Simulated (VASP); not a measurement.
A run of VASP 6.6.1 is set up as follows.

The input INCAR:

```
PREC     = Accurate       # precision mode
ENCUT    = 520            # plane-wave cutoff, eV
EDIFF    = 1E-6           # SCF threshold, eV
ISMEAR   = 0              # smearing method
SIGMA    = 0.02           # smearing width, eV
LREAL    = F              # projectors in reciprocal space
LASPH    = T              # aspherical terms in the spheres
NELM     = 100            # most SCF steps
ALGO     = Normal         # electronic algorithm
ISIF     = 2              # what is computed and relaxed
LWAVE    = F              # write WAVECAR
LCHARG   = T              # write CHGCAR
GGA      = PS             # functional
IVDW     = 12             # dispersion correction
LELF     = T              # ELF
LVHAR    = T            
NBANDS   = 28             # bands
```

File KPOINTS:

```
regular mesh
0
Gamma
  8 6 8
```

POSCAR

```
SnO
1.0
    3.2741611671      0.0000000000      0.0000000000
    0.0000000000      5.5195095923      0.0000000000
    0.0000000000      0.0000000000      3.4873851629
Sn O
2 2
Direct
    0.0000000000      0.2485237687      0.5535291015
    0.5000000000      0.7514762313      0.0535291015
    0.0000000000      0.8728144324      0.6964718985
    0.5000000000      0.1271855676      0.1964718985
```

Potentials or basis: VASP PAW PBE potentials, release 64 (Sn_d, O).

The run is started by

```console
$ cat potpaw_PBE.64/Sn_d/POTCAR potpaw_PBE.64/O/POTCAR > POTCAR
$ mpirun -np 1 vasp_std > vasp.out
```

**Question.** Estimate the dispersion energy per atom.

**Answer.** -0.240 eV.

**Question.** Estimate the largest force.

**Answer.** 0.087 eV/Å.

**Question.** Predict the band gap on the k mesh.

**Answer.** 0.87 eV, indirect (least direct gap 1.57 eV).

Forces in eV/Å, atoms in the order of the input:
```
Sn   0.000  0.081  0.033
Sn   0.000 -0.081  0.033
O    0.000 -0.004 -0.033
O    0.000  0.004 -0.033
```

Caveat: the PAW data sets were made with another functional, which shifts forces and pressure a little; spin-orbit coupling is left out, which moves the levels of the heavy elements. A k mesh can miss the band edges.
